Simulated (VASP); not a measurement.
Input of a VASP 6.6.1 run:

The input INCAR:

```
SYSTEM = Au
  ALGO = Normal
  EDIFF = 1E-6
  ENCUT = 520
  GGA = PS
  ISIF = 2
  ISMEAR = -1
  LASPH = .TRUE.
  LCHARG = .FALSE.
  LREAL = .FALSE.
  LWAVE = .FALSE.
  NBANDS = 12
  NELM = 80
  PREC = Accurate
  SIGMA = 0.1
```

File KPOINTS:

```
k-points
0
G
  18 18 18
  0 0 0
```

POSCAR

```
Au
1.0
    0.0000000000      2.0416731614      2.0416731614
    2.0416731614      0.0000000000      2.0416731614
    2.0416731614      2.0416731614      0.0000000000
Au
1
Direct
    0.0000000000      0.0000000000      0.0000000000
```

Potentials or basis: VASP PAW PBE potentials, release 64 (Au).

The run is started by

```sh
$ cat potpaw_PBE.64/Au/POTCAR > POTCAR
$ mpirun -np 1 vasp_std > vasp.out
```

(1) What does it give for the pressure?

(2) Estimate the band gap on the k mesh.

Results:

(1) -0.3 GPa.

(2) zero (an odd number of electrons rules out a gap without spin polarisation).

Caveat: the PAW data sets were made with another functional, which shifts forces and pressure a little; spin-orbit coupling is left out, which moves the levels of the heavy elements.
